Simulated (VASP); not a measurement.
A run of VASP 6.6.1 is set up as follows.

Contents of INCAR:

```
  PREC = Accurate
  ENCUT = 520
  EDIFF = 1E-7
  ISMEAR = 0
  SIGMA = 0.05
  LREAL = F
  LASPH = T
  NELM = 80
  ALGO = Normal
  ISIF = 2
  LWAVE = F
  LCHARG = F
  GGA = PS
  NBANDS = 18
```

KPOINTS

```
regular mesh
0
Gamma
  8 1 6
```

File POSCAR:

```
P
1.0
    3.3658209130      0.0000000000      0.0000000000
    0.0000000000     35.7284567647      0.0000000000
    0.0000000000      0.0000000000      4.7478868277
P
4
Direct
    0.0000000000      0.9702614300      0.5921507200
    0.0000000000      0.0297385700      0.4078492800
    0.5000000000      0.0297385700      0.0921507200
    0.5000000000      0.9702614300      0.9078492800
```

Potentials or basis: VASP PAW PBE potentials, release 64 (P).

Run with:

```sh
$ cat potpaw_PBE.64/P/POTCAR > POTCAR
$ mpirun -np 1 vasp_std > vasp.out
```

Predict the largest force.

0.423 eV/Å.

Estimate the band gap on the k mesh.

0.94 eV.

Forces in eV/Å, atoms in the order of the input:
```
P    0.000  0.403  0.129
P    0.000 -0.403 -0.129
P    0.000 -0.403  0.129
P    0.000  0.403 -0.129
```

Caveat: the cell differs from its parent crystal (strain +0.025 along x and y, +0.025 along z); there is no dipole correction, which matters where the two faces differ; the PAW data sets were made with another functional, which shifts forces and pressure a little.
